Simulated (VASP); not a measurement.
AlN, 8 atoms in the cell. The typed cell holds 8 atoms: a = 3.114 Å, b = 3.114 Å, c = 13.230 Å, α = 84.37°, β = 87.19°, γ = 60.00°. 

| Item | Value |
| --- | --- |
| Program | VASP 6.6.1 |
| Task | single point |
| Functional | PBEsol |
| Potentials or basis | VASP PAW PBE potentials, release 64 (Al, N) |
| Cutoff | 520 eV |
| k mesh | 8 × 8 × 3 |
| Occupations | gaussian, width 0.05 eV |
| Spin | no spin polarisation |
| Dipole correction | no |
| Further INCAR settings | ALGO = Normal; EDIFF = 1e-06; NBANDS = 26 |

Potentials or basis: VASP PAW PBE potentials, release 64 (Al, N).

Run with:

```sh
$ cat potpaw_PBE.64/Al/POTCAR potpaw_PBE.64/N/POTCAR > POTCAR
$ mpirun -np 1 vasp_std > vasp.out
```

Hardware: 1 thread of Intel(R) Xeon(R) Platinum 8488C (Sapphire Rapids), with other jobs on the host.

Q: How long does it take, and how much memory?

A: Wall time 4.1 min on 1 thread of Intel(R) Xeon(R) Platinum 8488C (Sapphire Rapids), on a shared host, peak memory 0.36 GiB. Counts: scf iterations 20, k points 98.
